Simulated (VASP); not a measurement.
Write the native input for VASP 6.6.1 that does the following.

* Task: relaxation of cell and atoms
* Functional: LDA
* Potentials or basis: VASP PAW LDA potentials, release 64 (Ni, H)
* Cutoff: 600 eV
* k mesh: 18 × 18 × 10
* Occupations: fermi-dirac, width 0.15 eV
* Spin: no spin polarisation
* Dipole correction: no
* Further INCAR settings: ALGO = Fast; EDIFF = 1e-06; IBRION = 2; EDIFFG = -0.001; NSW = 80; ISIF = 3

The structure of Ni2H lies in POSCAR:

```
Ni2H
1.0
    2.4863003080      0.0000000000      0.0000000000
   -1.2431501540      2.1531992282      0.0000000000
    0.0000000000      0.0000000000      4.1185155377
Ni H
2 1
Direct
    0.3333333333      0.6666666667      0.2595452505
    0.6666666667      0.3333333333      0.7404547495
    0.0000000000      0.0000000000      0.0000000000
```

These files were run (other wordings do the same):

INCAR

```
SYSTEM = Ni2H
PREC = Accurate
ENCUT = 600
EDIFF = 1E-6
ISMEAR = -1
SIGMA = 0.15
LREAL = .False.
LASPH = .True.
NELM = 100
ALGO = Fast
ISIF = 3
LWAVE = .False.
LCHARG = .False.
GGA = CA
IBRION = 2
NSW = 80
EDIFFG = -0.001
```

KPOINTS

```
Automatic mesh
0
Gamma
  18 18 10
  0 0 0
```

Potentials or basis: VASP PAW LDA potentials, release 64 (Ni, H).

Command:

```console
$ cat potpaw_LDA.64/Ni/POTCAR potpaw_LDA.64/H/POTCAR > POTCAR
$ mpirun -np 1 vasp_std > vasp.out
```

Results of the run:

The relaxed volume is 7.38 Å³/atom and the relaxed cell is a = 2.491 Å, b = 2.491 Å, c = 4.116 Å, α = 90.00°, β = 90.00°, γ = 120.00°. The space group after relaxing (to 0.1 Å) is P-3m1 (No. 164). The energy gained by relaxing is 0.1 meV/atom, the ionic steps are 44 and the pressure after relaxing is 0.0 GPa. The band gap on the k mesh is zero (an odd number of electrons rules out a gap without spin polarisation).

Wall time 36 min on 1 thread of Oxide Virtual Turin-like Processor, on a shared host, peak memory 0.22 GiB.
